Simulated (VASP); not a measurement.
# Sn2Te (P4/nmm) in VASP: single point with PBE

Aim: the single point of Sn2Te with PBE.

Everything below comes from runs of VASP 6.6.1. Logs are shortened: lines on timing, memory, paths and dates and some standing lists are left out, and cuts for length are marked.

### 1 The cell of the first run

The structure is tetragonal, space group P4/nmm (No. 129). Conventional cell: a = 4.556 Å, b = 4.556 Å, c = 8.720 Å, α = 90.00°, β = 90.00°, γ = 90.00°. Within 4.2 Å of Sn (site symmetry 4mm) lie 5 Te at 3.17 to 3.22 Å and 4 Sn at 3.57 Å. Within 4.2 Å of Sn (site symmetry -4m2) lie 8 Sn at 3.22 to 3.57 Å and 4 Te at 3.62 Å. Te (site symmetry 4mm) has 9 Sn at 3.17 to 3.62 Å within 4.2 Å.

### 2 Single point, PBE

The input, INCAR:

```
SYSTEM = Sn2Te
PREC = Accurate ; ENCUT = 520
EDIFF = 1E-6 ; ISMEAR = 0
SIGMA = 0.2 ; LREAL = .False.
LASPH = .True. ; NELM = 80
ALGO = Fast ; ISIF = 2
LWAVE = .False. ; LCHARG = .False.
GGA = PE ; NBANDS = 43
```

The input, KPOINTS:

```
regular mesh
0
Gamma
  4 4 2
  0 0 0
```

The input, POSCAR:

```
Sn2Te
1.0
    4.5559821902      0.0000000000      0.0000000000
    0.0000000000      4.5559821902      0.0000000000
    0.0000000000      0.0000000000      8.7200282053
Sn Te
4 2
Direct
    0.5000000000      0.0000000000      0.6852878606
    0.5000000000      0.5000000000      0.0000000000
    0.0000000000      0.0000000000      0.0000000000
    0.0000000000      0.5000000000      0.3147121394
    0.0000000000      0.5000000000      0.6780340093
    0.5000000000      0.0000000000      0.3219659907
```

Potentials or basis: VASP PAW PBE potentials, release 64 (Sn_d, Te).

Launch:

```sh
> cat potpaw_PBE.64/Sn_d/POTCAR potpaw_PBE.64/Te/POTCAR > POTCAR
> mpirun -np 1 vasp_std > vasp.out
```

OUTCAR:

```text
SYSTEM = Sn2Te
   PREC = Accurate
   ENCUT = 520
   EDIFF = 1E-6
   ISMEAR = 0
   LREAL = .False.
   LASPH = .True.
   NELM = 80
   ISIF = 2
   GGA = PE

 ion  position               nearest neighbor table
   1  0.500  0.000  0.685-   6 3.17   5 3.22   5 3.22   5 3.22   5 3.22   2 3.57   3 3.57   3 3.57
                             2 3.57
   2  0.500  0.500  0.000-   3 3.22   3 3.22   3 3.22   3 3.22   1 3.57   4 3.57   4 3.57   1 3.57
                             5 3.62   6 3.62   5 3.62   6 3.62
   3  0.000  0.000  0.000-   2 3.22   2 3.22   2 3.22   2 3.22   4 3.57   1 3.57   4 3.57   1 3.57
                             5 3.62   6 3.62   6 3.62   5 3.62
   4  0.000  0.500  0.315-   5 3.17   6 3.22   6 3.22   6 3.22   6 3.22   2 3.57   2 3.57   3 3.57
                             3 3.57
   5  0.000  0.500  0.678-   4 3.17   1 3.22   1 3.22   1 3.22   1 3.22   3 3.62   2 3.62   2 3.62
                             3 3.62
   6  0.500  0.000  0.322-   1 3.17   4 3.22   4 3.22   4 3.22   4 3.22   3 3.62   3 3.62   2 3.62
                             2 3.62

  LATTYP: Found a simple tetragonal cell.
 ALAT       =     4.5559821902
 C/A-ratio  =     1.9139732864

  Lattice vectors:

 A1 = (   4.5559821902,   0.0000000000,   0.0000000000)
 A2 = (   0.0000000000,   4.5559821902,   0.0000000000)
 A3 = (   0.0000000000,   0.0000000000,   8.7200282053)

Analysis of symmetry for initial positions (statically):
=====================================================================
 Subroutine PRICEL returns:
 Original cell was already a primitive cell.

 Routine SETGRP: Setting up the symmetry group for a
 simple tetragonal supercell.

 Subroutine GETGRP returns: Found 16 space group operations
 (whereof  8 operations were pure point group operations)
 out of a pool of 16 trial point group operations.

The static configuration has the point symmetry D_2d.
 The point group associated with its full space group is D_4h.

Analysis of symmetry for dynamics (positions and initial velocities):
=====================================================================
 Subroutine PRICEL returns:
 Original cell was already a primitive cell.

 Routine SETGRP: Setting up the symmetry group for a
 simple tetragonal supercell.

 Subroutine GETGRP returns: Found 16 space group operations
 (whereof  8 operations were pure point group operations)
 out of a pool of 16 trial point group operations.

The dynamic configuration has the point symmetry D_2d.
 The point group associated with its full space group is D_4h.

 Subroutine INISYM returns: Found 16 space group operations
 (whereof  8 operations are pure point group operations),
 and found     1 'primitive' translations

----------------------------------------------------------------------------------------

                                     Primitive cell

  volume of cell :     181.0014

  direct lattice vectors                    reciprocal lattice vectors
     4.555982190  0.000000000  0.000000000     0.219491639  0.000000000  0.000000000
     0.000000000  4.555982190  0.000000000     0.000000000  0.219491639  0.000000000
     0.000000000  0.000000000  8.720028205     0.000000000  0.000000000  0.114678528

  length of vectors
     4.555982190  4.555982190  8.720028205     0.219491639  0.219491639  0.114678528

  position of ions in fractional coordinates (direct lattice)
     0.500000000  0.000000000  0.685287861
     0.500000000  0.500000000  0.000000000
     0.000000000  0.000000000  0.000000000
     0.000000000  0.500000000  0.314712139
     0.000000000  0.500000000  0.678034009
     0.500000000  0.000000000  0.321965991

  ion indices of the primitive-cell ions
   primitive index   ion index
                 1           1
                 2           2
                 3           3
                 4           4
                 5           5
                 6           6

----------------------------------------------------------------------------------------

 KPOINTS: regular mesh

Automatic generation of k-mesh.
 Grid dimensions read from file:
 generate k-points for:    4    4    2

 Generating k-lattice:

  Cartesian coordinates                     Fractional coordinates (reciprocal lattice)
     0.054872910  0.000000000  0.000000000     0.250000000  0.000000000  0.000000000
     0.000000000  0.054872910  0.000000000     0.000000000  0.250000000  0.000000000
     0.000000000  0.000000000  0.057339264     0.000000000  0.000000000  0.500000000

  Length of vectors
     0.054872910  0.054872910  0.057339264

  Shift w.r.t. Gamma in fractional coordinates (k-lattice)
     0.000000000  0.000000000  0.000000000

 Subroutine IBZKPT returns following result:
 ===========================================

 Found     12 irreducible k-points:

 Following reciprocal coordinates:
            Coordinates               Weight
  0.000000  0.000000  0.000000      1.000000
  0.250000  0.000000  0.000000      4.000000
  0.500000  0.000000  0.000000      2.000000
  0.250000  0.250000  0.000000      4.000000
  0.500000  0.250000  0.000000      4.000000
  0.500000  0.500000  0.000000      1.000000
  0.000000  0.000000  0.500000      1.000000
  0.250000  0.000000  0.500000      4.000000
  0.500000  0.000000  0.500000      2.000000
  0.250000  0.250000  0.500000      4.000000
  0.500000  0.250000  0.500000      4.000000
  0.500000  0.500000  0.500000      1.000000
   k-points           NKPTS =     12   k-points in BZ     NKDIM =     12   number of bands    NBANDS=     43
   number of dos      NEDOS =    301   number of ions     NIONS =      6
   total plane-waves  NPLWV =  90720
   dimension x,y,z NGX =    36 NGY =   36 NGZ =   70
   dimension x,y,z NGXF=    72 NGYF=   72 NGZF=  140
   ions per type =               4   2
   NGX,Y,Z   is equivalent  to a cutoff of  13.14, 13.14, 13.35 a.u.
   NGXF,Y,Z  is equivalent  to a cutoff of  26.27, 26.27, 26.69 a.u.
 SYSTEM =  Sn2Te
   PREC   = accura    normal or accurate (medium, high low for compatibility)
   ISTART =      0    job   : 0-new  1-cont  2-samecut
   ICHARG =      2    charge: 1-file 2-atom 10-const
   ISPIN  =      1    spin polarized calculation?
   LNONCOLLINEAR =      F non collinear calculations
   LSORBIT =      F    spin-orbit coupling
   LASPH  =      T    aspherical Exc in radial PAW
   ENCUT  =  520.0 eV  38.22 Ry    6.18 a.u.   8.47  8.47 16.21*2*pi/ulx,y,z
   NELM   =     80;   NELMIN=  2; NELMDL= -5     # of ELM steps
   EDIFF  = 0.1E-05   stopping-criterion for ELM
   LREAL  =      F    real-space projection
[... 7 lines left out ...]
   TEBEG  =    0.0;   TEEND  =   0.0 temperature during run
   PSTRESS=    0.0 pullay stress
   NELECT =      68.0000    total number of electrons
   NUPDOWN=      -1.0000    fix difference up-down
   EMIN   =  10.00;   EMAX   =-10.00  energy-range for DOS
   EFERMI =   0.00;   METHOD = LEGACY
   ISMEAR =     0;   SIGMA  =   0.20  broadening in eV -4-tet -1-fermi 0-gaus
   EFERMI_NEDOS =   21; number of points for ismear=-14 and -15
   IALGO  =     68    algorithm
   IMIX   =      4    mixing-type and parameters
     AMIX     =   0.40;   BMIX     =  1.00
     AMIX_MAG =   1.60;   BMIX_MAG =  1.00
  volume/ion in A,a.u.               =      30.17       203.58
  Fermi-wavevector in a.u.,A,eV,Ry     =   1.181274  2.232283 18.985669  1.395407
  Thomas-Fermi vector in A             =   2.317550
   LORBIT       =      0    0 simple, 1 ext, 2 COOP (PROOUT), +10 PAW based schemes
   GGA     = PE    functional components
   LHFCALC =     F    Hartree Fock is set to
   AEXX    =    0.0000 exact exchange contribution
   IVDW    =     0    specifies the selected vdW correction
   LEPSILON=     F    determine dielectric tensor
   LRPA    =     F    only Hartree local field effects (RPA)
 non-spin polarized calculation
 RMM-DIIS sequential band-by-band and
 Gauss-broadening in eV      SIGMA  =   0.20
  energy-cutoff  :      520.00
  volume of cell :      181.00
 maximum number of plane-waves:      4911
 NGX is ok and might be reduce to    36
   NGX = 17   NGY = 17   NGZ = 33

 number of electron      68.0000036 magnetization

 Free energy of the ion-electron system (eV)
  ---------------------------------------------------
  ext. energy  EPLUGINS =         0.00000000
  ---------------------------------------------------
  free energy    TOTEN  =       -22.02606369 eV

  energy without entropy =      -21.97172424  energy(sigma->0) =      -21.99889396

 E-fermi :   7.0644     XC(G=0):  -9.7719

 val. band max:        7.0470207923   @ k =   0.2500   0.2500   0.0000
 cond. band min:       7.1980442470   @ k =   0.5000   0.0000   0.0000
 fundamental gap:      0.1510234547
 Fermi energy:         7.0643807797

 k-point     1 :       0.0000    0.0000    0.0000
  band No.  band energies     occupation
      1     -14.6179      2.00000
      2     -14.6162      2.00000
      3     -14.6139      2.00000
      4     -14.6134      2.00000
      5     -14.6108      2.00000
      6     -14.6071      2.00000
[... 35 lines left out ...]
     42      11.1789      0.00000
     43      11.4773      0.00000

 k-point     2 :       0.2500    0.0000    0.0000
  band No.  band energies     occupation
      1     -14.6182      2.00000
      2     -14.6164      2.00000
      3     -14.6156      2.00000
      4     -14.6130      2.00000
      5     -14.6073      2.00000
      6     -14.6071      2.00000
[... 35 lines left out ...]
     42      10.7243      0.00000
     43      11.0506      0.00000

 k-point     3 :       0.5000    0.0000    0.0000
  band No.  band energies     occupation
      1     -14.6197      2.00000
      2     -14.6197      2.00000
      3     -14.6134      2.00000
      4     -14.6134      2.00000
      5     -14.6047      2.00000
      6     -14.6047      2.00000
[... 35 lines left out ...]
     42       9.0829      0.00000
     43      11.6582      0.00000

 k-point     4 :       0.2500    0.2500    0.0000
  band No.  band energies     occupation
      1     -14.6209      2.00000
      2     -14.6195      2.00000
      3     -14.6121      2.00000
      4     -14.6099      2.00000
      5     -14.6097      2.00000
      6     -14.6054      2.00000
[... 35 lines left out ...]
     42      11.4871      0.00000
     43      11.8338      0.00000

 k-point     5 :       0.5000    0.2500    0.0000
  band No.  band energies     occupation
      1     -14.6228      2.00000
      2     -14.6228      2.00000
      3     -14.6098      2.00000
      4     -14.6098      2.00000
      5     -14.6069      2.00000
      6     -14.6069      2.00000
[... 35 lines left out ...]
     42      10.7197      0.00000
     43      12.0962      0.00000

 k-point     6 :       0.5000    0.5000    0.0000
  band No.  band energies     occupation
      1     -14.6259      2.00000
      2     -14.6259      2.00000
      3     -14.6073      2.00000
      4     -14.6073      2.00000
      5     -14.6054      2.00000
      6     -14.6054      2.00000
[... 35 lines left out ...]
     42      12.0568      0.00000
     43      12.6804      0.00000

 k-point     7 :       0.0000    0.0000    0.5000
  band No.  band energies     occupation
      1     -14.6165      2.00000
      2     -14.6152      2.00000
      3     -14.6152      2.00000
      4     -14.6144      2.00000
      5     -14.6109      2.00000
      6     -14.6109      2.00000
[... 35 lines left out ...]
     42      10.5615      0.00000
     43      11.4748      0.00000

 k-point     8 :       0.2500    0.0000    0.5000
  band No.  band energies     occupation
      1     -14.6173      2.00000
      2     -14.6166      2.00000
      3     -14.6147      2.00000
      4     -14.6145      2.00000
      5     -14.6089      2.00000
      6     -14.6083      2.00000
[... 35 lines left out ...]
     42      10.4487      0.00000
     43      11.4191      0.00000

 k-point     9 :       0.5000    0.0000    0.5000
  band No.  band energies     occupation
      1     -14.6192      2.00000
      2     -14.6192      2.00000
      3     -14.6136      2.00000
      4     -14.6136      2.00000
      5     -14.6045      2.00000
      6     -14.6045      2.00000
[... 35 lines left out ...]
     42       9.2425      0.00000
     43      10.9169      0.00000

 k-point    10 :       0.2500    0.2500    0.5000
  band No.  band energies     occupation
      1     -14.6202      2.00000
      2     -14.6201      2.00000
      3     -14.6116      2.00000
      4     -14.6112      2.00000
      5     -14.6089      2.00000
      6     -14.6062      2.00000
[... 35 lines left out ...]
     42      10.9277      0.00000
     43      11.0697      0.00000

 k-point    11 :       0.5000    0.2500    0.5000
  band No.  band energies     occupation
      1     -14.6232      2.00000
      2     -14.6232      2.00000
      3     -14.6095      2.00000
      4     -14.6095      2.00000
      5     -14.6051      2.00000
      6     -14.6051      2.00000
[... 35 lines left out ...]
     42      10.6768      0.00000
     43      12.3189      0.00000

 k-point    12 :       0.5000    0.5000    0.5000
  band No.  band energies     occupation
      1     -14.6270      2.00000
      2     -14.6270      2.00000
      3     -14.6054      2.00000
      4     -14.6054      2.00000
      5     -14.6045      2.00000
      6     -14.6045      2.00000
[... 35 lines left out ...]
     42      12.3270      0.00000
     43      14.0516      0.00000

------------------------ aborting loop because EDIFF is reached ----------------------------------------

  FORCE on cell =-STRESS in cart. coord.  units (eV):
  Direction    XX          YY          ZZ          XY          YZ          ZX
  --------------------------------------------------------------------------------------
  -------------------------------------------------------------------------------------
  Total        0.1890500      0.1890500      0.6646216      0.0000000      0.0000000      0.0000000
  in kB        1.6734218      1.6734218      5.8830575      0.0000000      0.0000000      0.0000000
  external PRESSURE =       3.0766337 kB  Pullay stress =       0.0000000 kB

 VOLUME and BASIS-vectors are now :
 -----------------------------------------------------------------------------
  energy-cutoff  :      520.00
  volume of cell :      181.00
      direct lattice vectors                 reciprocal lattice vectors
     4.555982190  0.000000000  0.000000000     0.219491639  0.000000000  0.000000000
     0.000000000  4.555982190  0.000000000     0.000000000  0.219491639  0.000000000
     0.000000000  0.000000000  8.720028205     0.000000000  0.000000000  0.114678528

 POSITION                                       TOTAL-FORCE (eV/Angst)
 -----------------------------------------------------------------------------------
      2.27799      0.00000      5.97573        -0.000000      0.000000      0.001318
      2.27799      2.27799      0.00000        -0.000000      0.000000      0.000000
      0.00000      0.00000      0.00000         0.000000     -0.000000      0.000000
      0.00000      2.27799      2.74430         0.000000      0.000000     -0.001318
      0.00000      2.27799      5.91248        -0.000000      0.000000      0.001982
      2.27799      0.00000      2.80755         0.000000      0.000000     -0.001982
 -----------------------------------------------------------------------------------
    total drift:                                0.000000      0.000000     -0.000000

  FREE ENERGIE OF THE ION-ELECTRON SYSTEM (eV)
  ---------------------------------------------------
  free  energy   TOTEN  =       -22.0260636864 eV

  energy  without entropy=      -21.9717242430  energy(sigma->0) =      -21.99889396
```

It took 46 s on 1 thread of Intel Xeon 6975P-C (Granite Rapids), shared host; peak memory 0.32 GiB.

What came out:

- Free energy: -22.0261 eV
- Pressure: 0.3 GPa
- Band gap on the k mesh: zero (bands 34 and 35 overlap by 0.99 eV)

Stress tensor (GPa, compression positive):
```
0.17 0.00 0.00
0.00 0.17 0.00
0.00 0.00 0.59
```

Levels at points of the mesh, in eV from the Fermi level:
```tsv
k point	band 31	band 32	band 33	band 34	band 35	band 36	band 37	band 38
(0.00, 0.00, 0.00)	-2.50	-2.46	-0.89	-0.89	-0.80	1.17	2.97	2.97
(0.50, 0.00, 0.00)	-1.18	-1.18	-0.78	-0.78	0.13	0.13	0.83	0.83
(0.50, 0.50, 0.00)	-4.20	-4.20	-0.38	-0.38	1.29	1.29	1.45	1.45
(0.00, 0.00, 0.50)	-3.04	-1.03	-0.52	-0.52	0.99	1.76	1.85	2.23
(0.50, 0.00, 0.50)	-0.88	-0.88	-0.30	-0.30	-0.21	-0.21	1.69	1.69
(0.50, 0.50, 0.50)	-3.18	-3.18	-2.41	-2.41	0.33	0.33	3.46	3.46
```

Caveat: the k points lie up to 0.36 Å⁻¹ apart, too coarse for converged energies and pressures of a metal; spin-orbit coupling is left out, which moves the levels of the heavy elements.

The gap in the log of VASP goes by the Fermi energy; the results here count the filled bands.